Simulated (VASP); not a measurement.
LiH, 2 atoms in the cell. The structure is cubic, space group Fm-3m (No. 225). Conventional cell: a = 4.006 Å, b = 4.006 Å, c = 4.006 Å, α = 90.00°, β = 90.00°, γ = 90.00°. Within 2.7 Å of Li (site symmetry m-3m) lie 6 H at 2.00 Å. Within 2.7 Å of H (site symmetry m-3m) lie 6 Li at 2.00 Å. 

- Program: VASP 6.6.1
- Task: single point
- Functional: PBE-based screened hybrid
- Potentials or basis: VASP PAW PBE potentials, release 64 (Li_sv, H)
- Cutoff: 520 eV
- k mesh: 6 × 6 × 6
- Occupations: gaussian, width 0.01 eV
- Spin: no spin polarisation
- Dipole correction: no
- Grid for exact exchange (PRECFOCK): Normal
- Share of exact exchange: 0.2
- Further INCAR settings: ALGO = Normal; EDIFF = 1e-06; NBANDS = 9
- Screening parameter: 0.5 1/Å

Potentials or basis: VASP PAW PBE potentials, release 64 (Li_sv, H).

The run is started by

```bash
$ cat potpaw_PBE.64/Li_sv/POTCAR potpaw_PBE.64/H/POTCAR > POTCAR
$ cp INCAR.step1 INCAR
$ mpirun -np 1 vasp_std > vasp.out
$ cp INCAR.step2 INCAR
$ mpirun -np 1 vasp_std > vasp.out
```

Hardware: 1 thread of Intel(R) Xeon(R) Platinum 8259CL CPU @ 2.50GHz (Skylake/Cascade Lake), on a shared host.

Q: Estimate the wall time of this run.

A: Run time: 40 s on 1 thread of Intel(R) Xeon(R) Platinum 8259CL CPU @ 2.50GHz (Skylake/Cascade Lake) (shared host), peak memory 0.23 GiB. Counts: k points 16.
